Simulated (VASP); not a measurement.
Write the native input for VASP 6.6.1 that does the following.

| Property | Result |
| --- | --- |
| Task | single point |
| Functional | RPBE |
| Dispersion | D3(BJ) |
| Potentials or basis | VASP PAW PBE potentials, release 64 (Ba_sv, Ti_sv, O) |
| Cutoff | 520 eV |
| k mesh | 7 × 7 × 4 |
| Occupations | fermi-dirac, width 0.05 eV |
| Spin | no spin polarisation |
| Dipole correction | no |
| Further INCAR settings | ALGO = Normal; EDIFF = 1e-06; NBANDS = 51 |

The structure of BaTiO3 lies in POSCAR:

```
BaTiO3
1.0
    3.8597627874      0.0000009054      0.0000011428
    0.0000009054      3.8597638489     -0.0000014366
    0.0000022960     -0.0000028863      7.7195212410
Ba Ti O
2 2 6
Direct
    1.0000233808     -0.0000002298      0.0028078781
    0.0000298648      1.0000054605      0.5028005492
    0.5000835628      0.5000108938      0.2528128533
    0.5000645438      0.5000031854      0.7528155917
    0.4999636906      0.4999995183      0.0027911159
    0.4999638268      0.4999935132      0.5027944023
    0.4999619750     -0.0000037389      0.2527953507
    0.4999680707      0.9999975048      0.7527932082
   -0.0000270646      0.4999944542      0.2527946526
    0.9999681491      0.4999994385      0.7527943981
```

One way to write it, as run:

INCAR

```
SYSTEM = BaTiO3
  PREC = Accurate
  ENCUT = 520
  EDIFF = 1E-6
  ISMEAR = -1
  SIGMA = 0.05
  LREAL = .FALSE.
  LASPH = .TRUE.
  NELM = 60
  ALGO = Normal
  ISIF = 2
  LWAVE = .FALSE.
  LCHARG = .FALSE.
  GGA = RP
  IVDW = 12
  NBANDS = 51
```

KPOINTS

```
Automatic mesh
0
G
  7 7 4
  0 0 0
```

Potentials or basis: VASP PAW PBE potentials, release 64 (Ba_sv, Ti_sv, O).

Command:

```console
$ cat potpaw_PBE.64/Ba_sv/POTCAR potpaw_PBE.64/Ti_sv/POTCAR potpaw_PBE.64/O/POTCAR > POTCAR
$ mpirun -np 1 vasp_std > vasp.out
```

Results of the run:

| Property | Result |
| --- | --- |
| Pressure | 2.6 GPa |
| Band gap on the k mesh | 2.02 eV |
| Dispersion energy per atom | -1.830 eV |

Caveat: the PAW data sets were made with another functional, which shifts forces and pressure a little; spin-orbit coupling is left out, which moves the levels of the heavy elements; an odd mesh through Γ misses points on the zone boundary, where band edges can lie.

Run time: 6.1 min on 1 thread of Intel(R) Xeon(R) 6975P-C (Granite Rapids) (shared host), peak memory 0.56 GiB.
